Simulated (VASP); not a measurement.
## FeAs2: single point with LDA

**The experiment to reproduce.**

From “Huge Thermoelectric Power Factor: FeSb2 versus FeAs2 and RuSb2”, 2009, arxiv:0910.0784, for a bulk crystal of FeAs2: band gap 0.2 eV (from transport).

Crystal: FeAs2.

```xyz
6
Lattice="5.2030 0.0000 0.0000 0.0000 5.8581 0.0000 0.0000 0.0000 2.8222" Properties=species:S:1:pos:R:3 pbc="T T T"
Fe    0.0000    0.0000    0.0000
Fe    2.6015    2.9290    1.4111
As    0.9357    2.1109    0.0000
As    4.2673    3.7472    0.0000
As    3.5372    0.8182    1.4111
As    1.6658    5.0399    1.4111
```

* Program: VASP 6.6.1
* Task: single point
* Functional: LDA
* Potentials or basis: VASP PAW LDA potentials, release 64 (Fe, As)
* Cutoff: 520 eV
* k mesh: 8 × 6 × 12
* Occupations: gaussian, width 0.01 eV
* Spin: no spin polarisation
* Dipole correction: no
* Further INCAR settings: ALGO = Normal; EDIFF = 1e-07; NBANDS = 27

- Pressure: 0.7 GPa
- Largest force: 0.031 eV/Å
- Band gap on the k mesh: 0.20 eV (least direct gap 0.50 eV)

Forces in eV/Å, atoms in the order of the input:
```
Fe   0.000  0.000  0.000
Fe   0.000  0.000  0.000
As   0.005 -0.030  0.000
As  -0.005  0.030  0.000
As   0.005  0.030  0.000
As  -0.005 -0.030  0.000
```

Stress tensor (GPa, compression positive):
```
0.86 0.00 0.00
0.00 0.68 0.00
0.00 0.00 0.52
```

Levels at points of the mesh, in eV from the valence-band top:
| k point | band 14 | band 15 | band 16 | band 17 | band 18 | band 19 | band 20 | band 21 | band 22 | band 23 |
| --- | --- | --- | --- | --- | --- | --- | --- | --- | --- | --- |
| (0.00, 0.00, 0.00) | -1.27 | -0.71 | -0.28 | -0.27 | -0.18 | 1.68 | 2.66 | 4.33 | 4.93 | 5.18 |
| (0.50, 0.00, 0.00) | -1.31 | -0.66 | -0.66 | -0.28 | -0.28 | 3.27 | 3.27 | 3.91 | 3.91 | 4.49 |
| (0.00, 0.50, 0.00) | -1.25 | -0.32 | -0.32 | -0.31 | -0.31 | 2.55 | 2.55 | 3.09 | 3.09 | 3.86 |
| (0.50, 0.50, 0.00) | -1.38 | -1.12 | -1.12 | -0.23 | -0.23 | 1.46 | 1.46 | 4.42 | 4.42 | 5.13 |
| (0.00, 0.00, 0.50) | -2.49 | -1.11 | -1.11 | -0.42 | -0.42 | 0.52 | 0.52 | 1.97 | 1.97 | 2.59 |
| (0.50, 0.00, 0.50) | -2.20 | -1.09 | -1.09 | -0.55 | -0.55 | 0.81 | 0.81 | 1.84 | 1.84 | 4.20 |
| (0.00, 0.50, 0.50) | -1.62 | -1.16 | -1.16 | -0.42 | -0.42 | 0.48 | 0.48 | 0.97 | 0.97 | 2.78 |
| (0.50, 0.50, 0.50) | -1.34 | -1.00 | -1.00 | 0.00 | 0.00 | 0.54 | 0.54 | 2.54 | 2.54 | 3.61 |

It took 3.1 min on 1 thread of AMD EPYC 9R45 96-Core Processor (Zen 5), with other jobs on the host, peak memory 0.35 GiB.

Against the measured gap of FeAs2, 0.2 eV (from transport; “Huge Thermoelectric Power Factor: FeSb2 versus FeAs2 and RuSb2”, 2009, arxiv:0910.0784), the calculated 0.20 eV is off by 0.00 eV. Spin-orbit coupling on As is left out. The value is that of LDA on a finite k mesh, which can miss the band edges, without temperature or zero-point motion. Semilocal functionals fall short of measured gaps as a rule.

Spin polarisation is off, so any magnetic state and its effect on volume and gap are missing.
